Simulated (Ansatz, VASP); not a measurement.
Ag in VASP and in Ansatz

```xyz
4
Lattice="2.8862 0.0000 0.0000 -1.4431 2.4995 0.0000 0.0000 0.0000 9.7000" Properties=species:S:1:pos:R:3 pbc="T T T"
Ag    0.0000    1.6663    2.4250
Ag    1.4431    0.8332    7.2750
Ag    0.0000    0.0000    0.0000
Ag    0.0000    0.0000    4.8500
```

Change from the starting cell: zz strain of -3 %, crystal datasets.

Alike in both runs: task electric field gradients; functional LDA; k mesh 14 × 14 × 4; occupations fermi-dirac, width 0.08 eV; no spin polarisation.

|  | VASP | Ansatz |
| --- | --- | --- |
| version | VASP 6.6.1 | Ansatz 0.2.0 |
| potentials or method | VASP PAW LDA potentials, release 64 (Ag), cutoff 520 eV | all-electron PAW with datasets made for the crystal, scalar-relativistic |

|  | VASP | Ansatz | Ansatz less VASP |
| --- | --- | --- | --- |
| pressure (GPa) | -9.1 | -9.3 | -0.15 |
| traceless stress, the component that is largest in VASP (GPa) | -1.63 | -1.61 | +0.018 |
| size of Vzz on the site where it differs most (V/Å²) | 6.6 | 3.9 | -2.74 |

LDA's correlation is that of Perdew and Zunger in VASP and of Perdew and Wang (1992) in Ansatz. Ansatz ran all-electron here, and VASP with PAW potentials.
